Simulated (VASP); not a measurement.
## CoSi (zincblende type): single point with PBE

Crystal: CoSi (zincblende type).

```
CELL_PARAMETERS angstrom
0.00000 2.08470 2.08470
2.08470 0.00000 2.08470
2.08470 2.08470 0.00000
ATOMIC_POSITIONS crystal
Co 0.00000 0.00000 0.00000
Si 0.25000 0.25000 0.25000
```

```
Program                : VASP 6.6.1
Task                   : single point
Functional             : PBE
Potentials or basis    : VASP PAW PBE potentials, release 64 (Co, Si)
Cutoff                 : 520 eV
k mesh                 : 14 × 14 × 14
Occupations            : tetrahedron
Spin                   : collinear spin, ferromagnetic start
Starting moments       : [1.7, 0.0] μB
Dipole correction      : no
Further INCAR settings : ALGO = Normal; EDIFF = 1e-06; NBANDS = 18
```

```yaml
Pressure: 219.2 GPa
Net_moment: 0.00 μB per cell
Valence_electrons_inside_the_program's_atomic_spheres: Co 10.03; Si 2.20
```

Levels at points of the mesh, in eV from the Fermi level:
Spin up:
```
           k point  band 3  band 4  band 5  band 6  band 7  band 8  band 9  band 10
(0.00, 0.00, 0.00)   -4.73   -4.73   -2.90   -2.90    9.42    9.42    9.42    12.42
(0.50, 0.00, 0.00)   -4.55   -4.55   -2.32   -2.32   -1.12    6.89    6.89    10.33
(0.50, 0.50, 0.00)   -4.53   -2.60   -2.60   -1.85    0.13    1.33    1.33     7.93
```
Spin down:
| k point | band 2 | band 3 | band 4 | band 5 | band 6 | band 7 | band 8 | band 9 | band 10 | band 11 |
| --- | --- | --- | --- | --- | --- | --- | --- | --- | --- | --- |
| (0.00, 0.00, 0.00) | -4.73 | -4.73 | -4.73 | -2.90 | -2.90 | 9.42 | 9.42 | 9.42 | 12.42 | 12.42 |
| (0.50, 0.00, 0.00) | -7.43 | -4.55 | -4.55 | -2.32 | -2.32 | -1.12 | 6.89 | 6.89 | 10.33 | 11.55 |
| (0.50, 0.50, 0.00) | -7.37 | -4.53 | -2.60 | -2.60 | -1.85 | 0.13 | 1.33 | 1.33 | 7.93 | 9.99 |

Run time: 120 s on 1 thread of AMD EPYC 7R13 (shared host), peak memory 0.16 GiB.

Caveat: the cell stands under pressure; the moments typed at the start vanished in this run; tetrahedron occupations give inexact forces and stress in metals.
